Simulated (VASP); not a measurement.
# CaSe (Fm-3m) in VASP: further runs

The runs below take CaSe through single point, with PBE, r2SCAN.

Everything below comes from runs of VASP 6.6.1. Logs are shortened: lines on timing, memory, paths and dates and some standing lists are left out, and cuts for length are marked.

## (1) The cell of the first run

The structure is cubic, space group Fm-3m (No. 225). The conventional cell has a = 5.664 Å, b = 5.664 Å, c = 5.664 Å, α = 90.00°, β = 90.00°, γ = 90.00°. Within 3.7 Å of Ca (site symmetry m-3m) lie 6 Se at 2.83 Å. Se (site symmetry m-3m) has 6 Ca at 2.83 Å within 3.7 Å.

## (2) Single point, PBE (strain -4.6%)

INCAR

```
PREC     = Accurate       # precision mode
ENCUT    = 520            # plane-wave cutoff, eV
EDIFF    = 1E-6           # SCF threshold, eV
ISMEAR   = -1             # smearing method
SIGMA    = 0.02           # smearing width, eV
LREAL    = F              # projectors in reciprocal space
LASPH    = T              # aspherical terms in the spheres
NELM     = 60             # most SCF steps
ALGO     = Normal         # electronic algorithm
ISIF     = 2              # what is computed and relaxed
LWAVE    = F              # write WAVECAR
LCHARG   = F              # write CHGCAR
GGA      = PE             # functional
NBANDS   = 15             # bands
```

KPOINTS

```
regular mesh
0
Gamma
  8 8 8
```

POSCAR

```
CaSe
1.0
    0.0000000000      2.8322112107      2.8322112107
    2.8322112107      0.0000000000      2.8322112107
    2.8322112107      2.8322112107      0.0000000000
Ca Se
1 1
Direct
    0.0000000000      0.0000000000      0.0000000000
    0.5000000000      0.5000000000      0.5000000000
```

Potentials or basis: VASP PAW PBE potentials, release 64 (Ca_sv, Se).

On the command line:

```bash
$ cat potpaw_PBE.64/Ca_sv/POTCAR potpaw_PBE.64/Se/POTCAR > POTCAR
$ mpirun -np 1 vasp_std > vasp.out
```

OUTCAR:

```text
PREC = Accurate
   ENCUT = 520
   EDIFF = 1E-6
   ISMEAR = -1
   LREAL = F
   LASPH = T
   NELM = 60
   ISIF = 2
   GGA = PE

 ion  position               nearest neighbor table
   1  0.000  0.000  0.000-   2 2.83   2 2.83   2 2.83   2 2.83   2 2.83   2 2.83
   2  0.500  0.500  0.500-   1 2.83   1 2.83   1 2.83   1 2.83   1 2.83   1 2.83

  LATTYP: Found a face centered cubic cell.
 ALAT       =     5.6644224214

  Lattice vectors:

 A1 = (   0.0000000000,   2.8322112107,   2.8322112107)
 A2 = (   2.8322112107,   0.0000000000,   2.8322112107)
 A3 = (   2.8322112107,   2.8322112107,   0.0000000000)

Analysis of symmetry for initial positions (statically):
=====================================================================
 Subroutine PRICEL returns:
 Original cell was already a primitive cell.

 Routine SETGRP: Setting up the symmetry group for a
 face centered cubic supercell.

 Subroutine GETGRP returns: Found 48 space group operations
 (whereof 48 operations were pure point group operations)
 out of a pool of 48 trial point group operations.

The static configuration has the point symmetry O_h .

Analysis of symmetry for dynamics (positions and initial velocities):
=====================================================================
 Subroutine PRICEL returns:
 Original cell was already a primitive cell.

 Routine SETGRP: Setting up the symmetry group for a
 face centered cubic supercell.

 Subroutine GETGRP returns: Found 48 space group operations
 (whereof 48 operations were pure point group operations)
 out of a pool of 48 trial point group operations.

The dynamic configuration has the point symmetry O_h .

 Subroutine INISYM returns: Found 48 space group operations
 (whereof 48 operations are pure point group operations),
 and found     1 'primitive' translations

----------------------------------------------------------------------------------------

                                     Primitive cell

  volume of cell :      45.4367

  direct lattice vectors                    reciprocal lattice vectors
     0.000000000  2.832211211  2.832211211    -0.176540506  0.176540506  0.176540506
     2.832211211  0.000000000  2.832211211     0.176540506 -0.176540506  0.176540506
     2.832211211  2.832211211  0.000000000     0.176540506  0.176540506 -0.176540506

  length of vectors
     4.005351506  4.005351506  4.005351506     0.305777126  0.305777126  0.305777126

  position of ions in fractional coordinates (direct lattice)
     0.000000000  0.000000000  0.000000000
     0.500000000  0.500000000  0.500000000

[... 81 lines left out ...]
   NFREE  =      0    steps in history (QN), initial steepest desc. (CG)
   ISIF   =      2    stress and relaxation
   ISYM   =      2    0-nonsym 1-usesym 2-fastsym
   POTIM  = 0.5000    time-step for ionic-motion
   TEBEG  =    0.0;   TEEND  =   0.0 temperature during run
   PSTRESS=    0.0 pullay stress
   NELECT =      16.0000    total number of electrons
   NUPDOWN=      -1.0000    fix difference up-down
   EMIN   =  10.00;   EMAX   =-10.00  energy-range for DOS
   EFERMI =   0.00;   METHOD = LEGACY
   ISMEAR =    -1;   SIGMA  =   0.02  broadening in eV -4-tet -1-fermi 0-gaus
   EFERMI_NEDOS =   21; number of points for ismear=-14 and -15
   IALGO  =     38    algorithm
   IMIX   =      4    mixing-type and parameters
     AMIX     =   0.40;   BMIX     =  1.00
     AMIX_MAG =   1.60;   BMIX_MAG =  1.00
  volume/ion in A,a.u.               =      22.72       153.31
  Fermi-wavevector in a.u.,A,eV,Ry     =   1.156057  2.184631 18.183743  1.336467
  Thomas-Fermi vector in A             =   2.292680
   LORBIT       =      0    0 simple, 1 ext, 2 COOP (PROOUT), +10 PAW based schemes
   GGA     = PE    functional components
   LHFCALC =     F    Hartree Fock is set to
   AEXX    =    0.0000 exact exchange contribution
   IVDW    =     0    specifies the selected vdW correction
   LEPSILON=     F    determine dielectric tensor
   LRPA    =     F    only Hartree local field effects (RPA)
 non-spin polarized calculation
  energy-cutoff  :      520.00
  volume of cell :       45.44
 maximum number of plane-waves:      1243
 NGX is ok and might be reduce to    30
   NGX = 15   NGY = 15   NGZ = 15

 number of electron      16.0000002 magnetization

 Free energy of the ion-electron system (eV)
  ---------------------------------------------------
  ext. energy  EPLUGINS =         0.00000000
  ---------------------------------------------------
  free energy    TOTEN  =        -9.27218976 eV

  energy without entropy =       -9.27218976  energy(sigma->0) =       -9.27218976

 E-fermi :   3.9085     XC(G=0):  -9.7189

 val. band max:        3.4204791016   @ k =   0.0000   0.0000   0.0000
 cond. band min:       5.0710056045   @ k =   0.5000   0.5000   0.0000
 fundamental gap:      1.6505265028
 Fermi energy:         3.9085361461

 k-point     1 :       0.0000    0.0000    0.0000
  band No.  band energies     occupation
      1     -35.9683      2.00000
      2     -16.9869      2.00000
      3     -16.9869      2.00000
      4     -16.9869      2.00000
      5      -8.8779      2.00000
      6       3.4205      2.00000
      7       3.4205      2.00000
      8       3.4205      2.00000
      9       7.0297      0.00000
     10       7.0297      0.00000
     11       7.0297      0.00000
     12       7.5185      0.00000
     13       7.7370      0.00000
     14       7.7370      0.00000
[... 401 lines left out ...]
      2     -17.1578      2.00000
      3     -17.0441      2.00000
      4     -17.0154      2.00000
      5      -7.9375      2.00000
      6       0.1350      2.00000
      7       1.4790      2.00000
      8       1.9029      2.00000
      9       8.0214      0.00000
     10       8.3280      0.00000
     11       9.4916      0.00000
     12       9.9328      0.00000
     13      10.2840      0.00000
     14      11.1805      0.00000
     15      12.9739      0.00000

 [... further k-points ...]
[... 5 lines left out ...]
  --------------------------------------------------------------------------------------
  -------------------------------------------------------------------------------------
  Total        2.8913890      2.8913890      2.8913890      0.0000000      0.0000000     -0.0000000
  in kB      101.9553908    101.9553908    101.9553908      0.0000000      0.0000000     -0.0000000
  external PRESSURE =     101.9553908 kB  Pullay stress =       0.0000000 kB

 VOLUME and BASIS-vectors are now :
 -----------------------------------------------------------------------------
  energy-cutoff  :      520.00
  volume of cell :       45.44
      direct lattice vectors                 reciprocal lattice vectors
     0.000000000  2.832211211  2.832211211    -0.176540506  0.176540506  0.176540506
     2.832211211  0.000000000  2.832211211     0.176540506 -0.176540506  0.176540506
     2.832211211  2.832211211  0.000000000     0.176540506  0.176540506 -0.176540506

 POSITION                                       TOTAL-FORCE (eV/Angst)
 -----------------------------------------------------------------------------------
      0.00000      0.00000      0.00000        -0.000000      0.000000      0.000000
      2.83221      2.83221      2.83221         0.000000     -0.000000     -0.000000
 -----------------------------------------------------------------------------------
    total drift:                               -0.000000      0.000000      0.000000

  FREE ENERGIE OF THE ION-ELECTRON SYSTEM (eV)
  ---------------------------------------------------
  free  energy   TOTEN  =        -9.2721897616 eV

  energy  without entropy=       -9.2721897616  energy(sigma->0) =       -9.27218976
```

OSZICAR:

```text
N       E                     dE             d eps       ncg     rms          rms(c)
DAV:   1     0.109450596169E+03    0.10945E+03   -0.76019E+03   870   0.100E+03
DAV:   2    -0.504143833928E+01   -0.11449E+03   -0.10914E+03  1066   0.253E+02
DAV:   3    -0.920173095012E+01   -0.41603E+01   -0.41252E+01  1159   0.458E+01
DAV:   4    -0.940551177061E+01   -0.20378E+00   -0.20371E+00  1235   0.840E+00
DAV:   5    -0.940691752353E+01   -0.14058E-02   -0.14055E-02  1173   0.713E-01    0.424E+00
DAV:   6    -0.928479818740E+01    0.12212E+00   -0.13357E-01   982   0.207E+00    0.258E+00
DAV:   7    -0.926961952985E+01    0.15179E-01   -0.90066E-02  1170   0.205E+00    0.739E-01
DAV:   8    -0.927204061995E+01   -0.24211E-02   -0.86507E-03  1003   0.727E-01    0.107E-01
DAV:   9    -0.927209972770E+01   -0.59108E-04   -0.46573E-04  1074   0.240E-01    0.362E-02
DAV:  10    -0.927218072542E+01   -0.80998E-04   -0.92866E-05  1026   0.642E-02    0.163E-02
DAV:  11    -0.927219009739E+01   -0.93720E-05   -0.22269E-05  1073   0.430E-02    0.436E-03
DAV:  12    -0.927218976161E+01    0.33578E-06   -0.63206E-07   851   0.810E-03
   1 F= -.92721898E+01 E0= -.92721898E+01  d E =-.150234E-12
```

It took 8.5 s on 1 thread of Intel Xeon 6975P-C (Granite Rapids), shared host; peak memory 0.17 GiB.

What came out:

```
Free energy            : -9.2722 eV
Pressure               : 10.2 GPa
Band gap on the k mesh : 1.65 eV, indirect (least direct gap 2.71 eV)
```

Caveat: the cell differs from its parent crystal (strain -4.6%). A k mesh can miss the band edges.

## (3) Single point, PBE (strain -0.9%)

INCAR

```
SYSTEM = CaSe
PREC = Accurate ; ENCUT = 520
EDIFF = 1E-6 ; ISMEAR = -1
SIGMA = 0.02 ; LREAL = .False.
LASPH = .True. ; NELM = 80
ALGO = Normal ; ISIF = 2
LWAVE = .False. ; LCHARG = .False.
GGA = PE ; NBANDS = 15
```

KPOINTS

```
regular mesh
0
Gamma
  8 8 8
  0 0 0
```

POSCAR

```
CaSe
1.0
    0.0000000000      2.9402293248      2.9402293248
    2.9402293248      0.0000000000      2.9402293248
    2.9402293248      2.9402293248      0.0000000000
Ca Se
1 1
Direct
    0.0000000000      0.0000000000      0.0000000000
    0.5000000000      0.5000000000      0.5000000000
```

Potentials or basis: VASP PAW PBE potentials, release 64 (Ca_sv, Se).

On the command line:

```bash
$ cat potpaw_PBE.64/Ca_sv/POTCAR potpaw_PBE.64/Se/POTCAR > POTCAR
$ mpirun -np 1 vasp_std > vasp.out
```

Wall time 7.5 s (1 thread of Intel Xeon 6975P-C (Granite Rapids), shared host); peak memory 0.18 GiB.

The run converged. Its results:

```yaml
Free_energy: -9.4707 eV
Pressure: 2.2 GPa
Band_gap_on_the_k_mesh: 1.98 eV, indirect (least direct gap 2.93 eV)
```

Levels at points of the mesh, in eV from the valence-band top:
| k point | band 5 | band 6 | band 7 | band 8 | band 9 | band 10 | band 11 | band 12 |
| --- | --- | --- | --- | --- | --- | --- | --- | --- |
| (0.00, 0.00, 0.00) | -11.86 | 0.00 | 0.00 | 0.00 | 3.44 | 3.70 | 3.70 | 3.70 |
| (0.50, 0.00, 0.00) | -11.13 | -3.35 | -1.24 | -1.24 | 4.55 | 5.53 | 5.55 | 5.55 |
| (0.50, 0.50, 0.00) | -11.26 | -2.57 | -0.95 | -0.95 | 1.98 | 5.07 | 5.13 | 6.10 |

Caveat: the cell differs from its parent crystal (strain -0.9%). A k mesh can miss the band edges.

(Continued in part 2 of 2.)
